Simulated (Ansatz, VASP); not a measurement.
# Two plane-wave programs on Ta3Se

```
Ta Se
1.0
     5.73680    0.00000    0.00000
    -2.86840    4.96822    0.00000
     0.00000    0.00000    4.88965
Ta Se
6 2
Cartesian
  2.8684 3.3696 1.2224
  -1.4839 4.1689 3.6672
  1.3845 0.7993 1.2224
  0.0000 1.5986 3.6672
  4.3523 0.7993 1.2224
  1.4839 4.1689 3.6672
  0.0000 3.3121 1.2224
  2.8684 1.6561 3.6672
```

Alike in both runs: functional r2SCAN; k mesh 3 × 3 × 4; occupations gaussian, width 0.1 eV; no spin polarisation.

Ansatz relaxed the structure, and its values are those at the end. VASP's run is a single point on that final structure, the one shown.

|  | VASP | Ansatz |
| --- | --- | --- |
| version | VASP 6.6.1 | Ansatz 0.2.0 |
| potentials or method | VASP PAW PBE potentials, release 64 (Ta_pv, Se), cutoff 520 eV | scalar-relativistic, plane waves, PAW |
| valence electrons in the cell | 78 | 110 |

Ansatz gave:

- gap on the k mesh at the Fermi level (eV): none
- pressure (GPa): 0.0

Which values does VASP return?

gap on the k mesh at the Fermi level (eV): none; pressure (GPa): 0.7.

VASP's potentials were made for PBE, not for r2SCAN. A gap of «none» marks a metal or a gap that the smearing closes. VASP's potentials hold 78 valence electrons a cell and Ansatz's 110, so a difference there can come from the potentials and not from the codes.

The k mesh is coarse, so the values compare programs but aren't converged. Spin-orbit coupling is off throughout.
